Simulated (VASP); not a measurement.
# Pd (Fm-3m) in VASP: single point with PBEsol

Aim: the single point of Pd with PBEsol.

All numbers are computed with VASP 6.6.1; they aren't measurements. Logs are shortened: lines on timing, memory, paths and dates and some standing lists are left out, and cuts for length are marked.

**1. The cell of the first run**

The structure is cubic, space group Fm-3m (No. 225). Conventional cell: a = 3.877 Å, b = 3.877 Å, c = 3.877 Å, α = 90.00°, β = 90.00°, γ = 90.00°. Pd (site symmetry m-3m) has 12 Pd at 2.74 Å within 3.6 Å.

**2. Single point, PBEsol**

INCAR

```
SYSTEM = Pd
PREC = Accurate
ENCUT = 520
EDIFF = 1E-6
ISMEAR = -1
SIGMA = 0.08
LREAL = .FALSE.
LASPH = .TRUE.
NELM = 80
ALGO = Normal
ISIF = 2
LWAVE = .FALSE.
LCHARG = .FALSE.
GGA = PS
NBANDS = 22
```

KPOINTS

```
Automatic mesh
0
G
  14 14 5
  0 0 0
```

POSCAR

```
Pd
1.0
    0.0000000000      1.9387429757     -1.9387429757
   -1.9387429757      0.0000000000      1.9387429757
    3.8774859514      3.8774859514      3.8774859514
Pd
3
Direct
    0.0000000000      0.0000000000      0.0000000000
    0.3333333330      0.6666666670      0.3333333330
    0.6666666670      0.3333333330      0.6666666670
```

Potentials or basis: VASP PAW PBE potentials, release 64 (Pd).

The run is started by

```sh
cat potpaw_PBE.64/Pd/POTCAR > POTCAR
mpirun -np 1 vasp_std > vasp.out
```

OUTCAR:

```text
SYSTEM = Pd
   PREC = Accurate
   ENCUT = 520
   EDIFF = 1E-6
   ISMEAR = -1
   LREAL = .FALSE.
   LASPH = .TRUE.
   NELM = 80
   ISIF = 2
   GGA = PS

 ion  position               nearest neighbor table
   1  0.000  0.000  0.000-   2 2.74   3 2.74   3 2.74   2 2.74   3 2.74   2 2.74
   2  0.333  0.667  0.333-   1 2.74   1 2.74   1 2.74   3 2.74   3 2.74   3 2.74
   3  0.667  0.333  0.667-   1 2.74   1 2.74   1 2.74   2 2.74   2 2.74   2 2.74

  LATTYP: Found a hexagonal cell.
 ALAT       =     2.7417966102
 C/A-ratio  =     2.4494897428

  Lattice vectors:

 A1 = (   0.0000000000,   1.9387429757,  -1.9387429757)
 A2 = (  -1.9387429757,   0.0000000000,   1.9387429757)
 A3 = (   3.8774859514,   3.8774859514,   3.8774859514)

Analysis of symmetry for initial positions (statically):
=====================================================================
 Subroutine PRICEL returns following result:

  LATTYP: Found a face centered cubic cell.
 ALAT       =     3.8774859475

  Lattice vectors:

 A1 = (   1.9387429738,   1.9387429738,   0.0000000000)
 A2 = (  -0.0000000019,   1.9387429738,   1.9387429757)
 A3 = (   1.9387429796,   0.0000000039,   1.9387429757)

   3 primitive cells build up your supercell.

 Routine SETGRP: Setting up the symmetry group for a
 hexagonal supercell.

 Subroutine GETGRP returns: Found 12 space group operations
 (whereof 12 operations were pure point group operations)
 out of a pool of 24 trial point group operations.

The static configuration has the point symmetry D_3d.

Analysis of symmetry for dynamics (positions and initial velocities):
=====================================================================
 Subroutine PRICEL returns following result:

  LATTYP: Found a face centered cubic cell.
 ALAT       =     3.8774859475

  Lattice vectors:

 A1 = (   1.9387429738,   1.9387429738,   0.0000000000)
 A2 = (  -0.0000000019,   1.9387429738,   1.9387429757)
 A3 = (   1.9387429796,   0.0000000039,   1.9387429757)

   3 primitive cells build up your supercell.

 Routine SETGRP: Setting up the symmetry group for a
 hexagonal supercell.

 Subroutine GETGRP returns: Found 12 space group operations
 (whereof 12 operations were pure point group operations)
 out of a pool of 24 trial point group operations.

The dynamic configuration has the point symmetry D_3d.

[... 88 lines left out ...]
   ISTART =      0    job   : 0-new  1-cont  2-samecut
   ICHARG =      2    charge: 1-file 2-atom 10-const
   ISPIN  =      1    spin polarized calculation?
   LNONCOLLINEAR =      F non collinear calculations
   LSORBIT =      F    spin-orbit coupling
   LASPH  =      T    aspherical Exc in radial PAW
   ENCUT  =  520.0 eV  38.22 Ry    6.18 a.u.   5.10  5.10 12.49*2*pi/ulx,y,z
   NELM   =     80;   NELMIN=  2; NELMDL= -5     # of ELM steps
   EDIFF  = 0.1E-05   stopping-criterion for ELM
   LREAL  =      F    real-space projection
   EDIFFG = 0.1E-04   stopping-criterion for IOM
   NSW    =      0    number of steps for IOM
   IBRION =     -1    ionic relax: 0-MD 1-quasi-New 2-CG
   NFREE  =      0    steps in history (QN), initial steepest desc. (CG)
   ISIF   =      2    stress and relaxation
   ISYM   =      2    0-nonsym 1-usesym 2-fastsym
   POTIM  = 0.5000    time-step for ionic-motion
   TEBEG  =    0.0;   TEEND  =   0.0 temperature during run
   PSTRESS=    0.0 pullay stress
   NELECT =      30.0000    total number of electrons
   NUPDOWN=      -1.0000    fix difference up-down
   EMIN   =  10.00;   EMAX   =-10.00  energy-range for DOS
   EFERMI =   0.00;   METHOD = LEGACY
   ISMEAR =    -1;   SIGMA  =   0.08  broadening in eV -4-tet -1-fermi 0-gaus
   EFERMI_NEDOS =   21; number of points for ismear=-14 and -15
   IALGO  =     38    algorithm
   IMIX   =      4    mixing-type and parameters
     AMIX     =   0.40;   BMIX     =  1.00
     AMIX_MAG =   1.60;   BMIX_MAG =  1.00
  volume/ion in A,a.u.               =      14.57        98.35
  Fermi-wavevector in a.u.,A,eV,Ry     =   1.443925  2.728622 28.367045  2.084919
  Thomas-Fermi vector in A             =   2.562278
   LORBIT       =      0    0 simple, 1 ext, 2 COOP (PROOUT), +10 PAW based schemes
   GGA     = PS    functional components
   LHFCALC =     F    Hartree Fock is set to
   AEXX    =    0.0000 exact exchange contribution
   IVDW    =     0    specifies the selected vdW correction
   LEPSILON=     F    determine dielectric tensor
   LRPA    =     F    only Hartree local field effects (RPA)
 non-spin polarized calculation
  energy-cutoff  :      520.00
  volume of cell :       43.72
 maximum number of plane-waves:      1191
   NGX = 11   NGY = 11   NGZ = 25

 number of electron      30.0000003 magnetization

 Free energy of the ion-electron system (eV)
  ---------------------------------------------------
  ext. energy  EPLUGINS =         0.00000000
  ---------------------------------------------------
  free energy    TOTEN  =       -17.94265512 eV

  energy without entropy =      -17.80440328  energy(sigma->0) =      -17.87352920

 E-fermi :   9.8371     XC(G=0): -13.4555

 val. band max:        9.8341812685   @ k =   0.3571   0.0000   0.2000
 cond. band min:       9.8421030789   @ k =   0.2857   0.0000   0.0000
 fundamental gap:      0.0079218104
 Fermi energy:         9.8370530049

 k-point     1 :       0.0000    0.0000    0.0000
  band No.  band energies     occupation
      1       2.4906      2.00000
      2       4.4849      2.00000
      3       4.4849      2.00000
      4       6.9121      2.00000
      5       6.9137      2.00000
      6       6.9137      2.00000
[... 589 lines left out ...]
     21      18.9664      0.00000
     22      20.7443      0.00000

 [... further k-points ...]

------------------------ aborting loop because EDIFF is reached ----------------------------------------

  FORCE on cell =-STRESS in cart. coord.  units (eV):
  Direction    XX          YY          ZZ          XY          YZ          ZX
  --------------------------------------------------------------------------------------
  -------------------------------------------------------------------------------------
  Total       -0.1029978     -0.1029978     -0.1029978     -0.0261245     -0.0261245     -0.0261245
  in kB       -3.7742140     -3.7742140     -3.7742140     -0.9572976     -0.9572976     -0.9572976
  external PRESSURE =      -3.7742140 kB  Pullay stress =       0.0000000 kB

 VOLUME and BASIS-vectors are now :
 -----------------------------------------------------------------------------
  energy-cutoff  :      520.00
  volume of cell :       43.72
      direct lattice vectors                 reciprocal lattice vectors
     0.000000000  1.938742976 -1.938742976    -0.171932710  0.343865420 -0.171932710
    -1.938742976  0.000000000  1.938742976    -0.343865420  0.171932710  0.171932710
     3.877485951  3.877485951  3.877485951     0.085966355  0.085966355  0.085966355

 POSITION                                       TOTAL-FORCE (eV/Angst)
 -----------------------------------------------------------------------------------
      0.00000      0.00000      0.00000        -0.000000     -0.000000      0.000000
     -0.00000      1.93874      1.93874         0.000000      0.000000     -0.000000
      1.93874      3.87749      1.93874        -0.000000     -0.000000      0.000000
 -----------------------------------------------------------------------------------
    total drift:                               -0.000000     -0.000000      0.000000

  FREE ENERGIE OF THE ION-ELECTRON SYSTEM (eV)
  ---------------------------------------------------
  free  energy   TOTEN  =       -17.9426551151 eV

  energy  without entropy=      -17.8044032847  energy(sigma->0) =      -17.87352920
```

OSZICAR:

```text
N       E                     dE             d eps       ncg     rms          rms(c)
DAV:   1     0.186426753712E+03    0.18643E+03   -0.15124E+04  4576   0.133E+03
DAV:   2    -0.152222828347E+02   -0.20165E+03   -0.18928E+03  4734   0.304E+02
DAV:   3    -0.190908967110E+02   -0.38686E+01   -0.38236E+01  5394   0.473E+01
DAV:   4    -0.191217223231E+02   -0.30826E-01   -0.30819E-01  5272   0.405E+00
DAV:   5    -0.191222246755E+02   -0.50235E-03   -0.50235E-03  5506   0.568E-01    0.150E+01
DAV:   6    -0.179968386613E+02    0.11254E+01   -0.30937E+00  5170   0.152E+01    0.664E+00
DAV:   7    -0.179537331074E+02    0.43106E-01   -0.37623E-02  5374   0.140E+00    0.311E+00
DAV:   8    -0.179427074762E+02    0.11026E-01   -0.55055E-03  5182   0.570E-01    0.230E-01
DAV:   9    -0.179426426682E+02    0.64808E-04   -0.14248E-04  5548   0.973E-02    0.401E-02
DAV:  10    -0.179426555840E+02   -0.12916E-04   -0.12900E-05  5362   0.283E-02    0.453E-03
DAV:  11    -0.179426551151E+02    0.46892E-06   -0.22016E-07  3440   0.394E-03
   1 F= -.17942655E+02 E0= -.17873529E+02  d E =-.138252E+00
```

Wall time 37 s (1 thread of Intel Xeon 6975P-C (Granite Rapids), shared host); peak memory 0.2 GiB.

Results:

| Quantity | Value |
| --- | --- |
| Free energy | -17.9427 eV |
| Pressure | -0.4 GPa |
| Band gap on the k mesh | zero (band 15 reaches 10.13 eV, above the bottom of band 16 at 8.91 eV) |

Caveat: the PAW data sets were made with another functional, which shifts forces and pressure a little.
